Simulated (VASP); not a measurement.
Write the native input for VASP 6.6.1 that does the following.

| Property | Result |
| --- | --- |
| Task | single point |
| Functional | PBE |
| Potentials or basis | VASP PAW PBE potentials, release 64 (Cs_sv, Pb_d, Cl) |
| Cutoff | 520 eV |
| k mesh | 6 × 6 × 6 |
| Occupations | gaussian, width 0.05 eV |
| Spin | no spin polarisation |
| Dipole correction | no |
| Further INCAR settings | ALGO = Normal; EDIFF = 1e-07; NBANDS = 30 |

The structure of CsPbCl3 lies in POSCAR:

```
CsPbCl3
1.0
    5.8111532048      0.0000000000      0.0000000000
    0.0000000000      5.8111532048      0.0000000000
    0.0000000000      0.0000000000      5.8111532048
Cs Pb Cl
1 1 3
Direct
    0.0000000000      0.0000000000      0.0000000000
    0.5000000000      0.5000000000      0.5000000000
    0.0000000000      0.5000000000      0.5000000000
    0.5000000000      0.5000000000      0.0000000000
    0.5000000000      0.0000000000      0.5000000000
```

One way to write it, as run:

INCAR

```
SYSTEM = CsPbCl3
PREC = Accurate ; ENCUT = 520
EDIFF = 1E-7 ; ISMEAR = 0
SIGMA = 0.05 ; LREAL = .False.
LASPH = .True. ; NELM = 80
ALGO = Normal ; ISIF = 2
LWAVE = .False. ; LCHARG = .True.
GGA = PE ; LELF = .True.
LVHAR = .True. ; NBANDS = 30
```

KPOINTS

```
regular mesh
0
Gamma
  6 6 6
  0 0 0
```

Potentials or basis: VASP PAW PBE potentials, release 64 (Cs_sv, Pb_d, Cl).

The run is started by

```sh
$ cat potpaw_PBE.64/Cs_sv/POTCAR potpaw_PBE.64/Pb_d/POTCAR potpaw_PBE.64/Cl/POTCAR > POTCAR
$ mpirun -np 1 vasp_std > vasp.out
```

It gave:

The pressure is -0.8 GPa and the band gap on the k mesh is 2.35 eV.

Caveat: spin-orbit coupling is left out, which moves the levels of the heavy elements.

Wall time 3.6 min on 1 thread of Intel Xeon 8259CL, with other jobs on the host, peak memory 0.38 GiB.
